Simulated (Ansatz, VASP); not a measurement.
## Re: VASP beside Ansatz

```xyz
2
Lattice="2.7392 0.0000 0.0000 -1.3696 2.3722 0.0000 0.0000 0.0000 4.4119" Properties=species:S:1:pos:R:3 pbc="T T T"
Re    0.0000    1.5815    1.1030
Re    1.3696    0.7907    3.3089
```

Alike in both runs: task single point; functional LDA; k mesh 13 × 13 × 7; occupations methfessel-paxton of order 1, width 0.3 eV; no spin polarisation.

```csv
,VASP,Ansatz
version,VASP 6.6.1,Ansatz 0.2.0
potentials or method,"VASP PAW LDA potentials, release 64 (Re), cutoff 600 eV","plane waves (420 eV) with PAW, scalar-relativistic"
valence electrons in the cell,14,30
```

Ansatz gave:

```
pressure (GPa)                                                : -0.2
traceless stress, the component that is largest in VASP (GPa) : 0.21
```

Problem. Estimate VASP's values.

Solution. Pressure (GPa): 1.4; traceless stress, the component that is largest in VASP (GPa): 0.10.

Ansatz warns that its potentials were made for another functional, while VASP's fit it. LDA's correlation is that of Perdew and Zunger in VASP and of Perdew and Wang (1992) in Ansatz. VASP's potentials hold 14 valence electrons a cell and Ansatz's 30, so a difference there can come from the potentials and not from the codes.

Spin-orbit coupling is off throughout.
